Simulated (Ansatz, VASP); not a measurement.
One calculation of PbO, two programs

File POSCAR:

```
PbO
1.0
    0.0000000000      2.7987768028      2.7987768028
    2.7987768028      0.0000000000      2.7987768028
    2.7987768028      2.7987768028      0.0000000000
Pb O
1 1
Direct
    0.0000000000      0.0000000000      0.0000000000
    0.2500000000      0.2500000000      0.2500000000
```

The input INCAR.step1:

```
SYSTEM = PbO
PREC = Accurate ; ENCUT = 520
EDIFF = 1E-5 ; ISMEAR = 0
SIGMA = 0.01 ; LREAL = .FALSE.
LASPH = .TRUE. ; NELM = 100
ALGO = Normal ; ISIF = 2
LWAVE = .TRUE. ; LCHARG = .FALSE.
NBANDS = 17 ; GGA = PE
```

Contents of INCAR.step2:

```
SYSTEM = PbO
PREC = Accurate ; ENCUT = 520
EDIFF = 1E-6 ; ISMEAR = 0
SIGMA = 0.01 ; LREAL = .FALSE.
LASPH = .TRUE. ; NELM = 100
ALGO = Normal ; ISIF = 2
LWAVE = .FALSE. ; LCHARG = .FALSE.
GGA = PE ; LHFCALC = .TRUE.
AEXX = 0.25 ; PRECFOCK = Normal
NBANDS = 17 ; ISTART = 1
```

The input KPOINTS:

```
regular mesh
0
G
  6 6 6
  0 0 0
```

Input for Ansatz:

```yaml
crystal:
  lattice:
    - [0.0, 2.7987768028, 2.7987768028]
    - [2.7987768028, 0.0, 2.7987768028]
    - [2.7987768028, 2.7987768028, 0.0]
  atoms:
    - { symbol: Pb, position: [0.0, 0.0, 0.0] }
    - { symbol: O, position: [0.25, 0.25, 0.25] }
kpoints:
  mp_grid: { grid: [6, 6, 6] }
  band_path:
    path:
      - [0.0, 0.0, 0.0]
      - [-0.5, -0.5, 0.0]
      - [-0.375, -0.375, 0.25]
      - [-0.375, 0.0, 0.375]
      - [0.0, 0.0, 0.5]
      - [-0.5, -0.25, 0.25]
      - [0.25, -0.5, -0.25]
      - [0.0, 0.5, 0.5]
    npoints: 1
hamiltonian:
  xc: pbe0
scf:
  occupations: { method: fixed }
  n_extra_bands: 4
output:
  forces: true
  stress: true
  eigenvalues: true
  write_density: true
  write_potential: true
  elf: true
  volumetric_format: npy
```

Alike in both runs: task single point; functional PBE0; k mesh 6 × 6 × 6; no spin polarisation.

|  | VASP | Ansatz |
| --- | --- | --- |
| version | VASP 6.6.1 | Ansatz 0.2.0 |
| potentials or method | VASP PAW PBE potentials, release 64 (Pb_d, O) | plane waves, PAW |
| plane-wave cutoff (eV) | 520 | 420 |
| occupations | gaussian, width 0.01 eV | fixed |
| valence electrons in the cell | 20 | 20 |

|  | VASP | Ansatz | Ansatz less VASP |
| --- | --- | --- | --- |
| gap on the k mesh at the Fermi level (eV) | 1.75 | 1.74 | -0.014 |
| pressure (GPa) | 0.3 | 0.3 | -0.01 |

Ansatz's warnings: stress exchange threshold loose, stress scf threshold loose.

Neither program's run includes spin-orbit coupling.
